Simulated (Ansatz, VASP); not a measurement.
# One calculation of AlCo, two programs

Contents of INCAR:

```
SYSTEM = AlCo
  ALGO = Fast
  EDIFF = 1E-7
  EDIFFG = -0.005
  ENCUT = 600
  GGA = PS
  IBRION = 2
  ISIF = 3
  ISMEAR = 0
  LASPH = .TRUE.
  LCHARG = .FALSE.
  LREAL = .FALSE.
  LWAVE = .FALSE.
  NELM = 100
  NSW = 100
  PREC = Accurate
  SIGMA = 0.1
```

File KPOINTS:

```
k-points
0
G
  14 14 14
  0 0 0
```

The input POSCAR:

```
AlCo
1.0
    2.8194032100      0.0000000000      0.0000000000
    0.0000000000      2.8194032100      0.0000000000
    0.0000000000      0.0000000000      2.8194032100
Al Co
1 1
Direct
    0.0000000000      0.0000000000      0.0000000000
    0.5000000000      0.5000000000      0.5000000000
```

Input for Ansatz:

```yaml
crystal:
  lattice:
    - [2.81940321, 0.0, 0.0]
    - [0.0, 2.81940321, 0.0]
    - [0.0, 0.0, 2.81940321]
  atoms:
    - { symbol: Al, position: [0.0, 0.0, 0.0] }
    - { symbol: Co, position: [0.5, 0.5, 0.5] }
basis:
  ecutwfc: 420
kpoints:
  mp_grid: { grid: [14, 14, 14] }
hamiltonian:
  xc: pbesol
scf:
  occupations: { method: gaussian, width: 0.1 }
output:
  forces: true
  stress: true
  eigenvalues: true
  write_density: true
  write_potential: true
  elf: true
  volumetric_format: npy
relax:
  adjacent_minimum: "off"
  f_tol: 0.005
  max_steps: 80
  cell: { stress_tol: 0.05 }
```

Alike in both runs: task relaxation of cell and atoms; functional PBEsol; k mesh 14 × 14 × 14; occupations gaussian, width 0.1 eV; no spin polarisation.

```csv
,VASP,Ansatz
version,VASP 6.6.1,Ansatz 0.2.0
potentials or method,"VASP PAW PBE potentials, release 64 (Al, Co), cutoff 600 eV","scalar-relativistic, plane waves, PAW"
valence electrons in the cell,12,20
```

VASP gave:

* gap on the k mesh at the Fermi level, each at its own relaxed structure (eV): none
* relaxed volume (Å³/atom): 11.25
* relaxed cell length with the largest relative difference (Å): 2.823

Q: Estimate Ansatz's values.

A: gap on the k mesh at the Fermi level, each at its own relaxed structure (eV): none; relaxed volume (Å³/atom): 11.24; relaxed cell length with the largest relative difference (Å): 2.823.

VASP's potentials were made for PBE, not for PBEsol. A gap of «none» marks a metal or a gap that the smearing closes. VASP's potentials hold 12 valence electrons a cell and Ansatz's 20, so a difference there can come from the potentials and not from the codes.
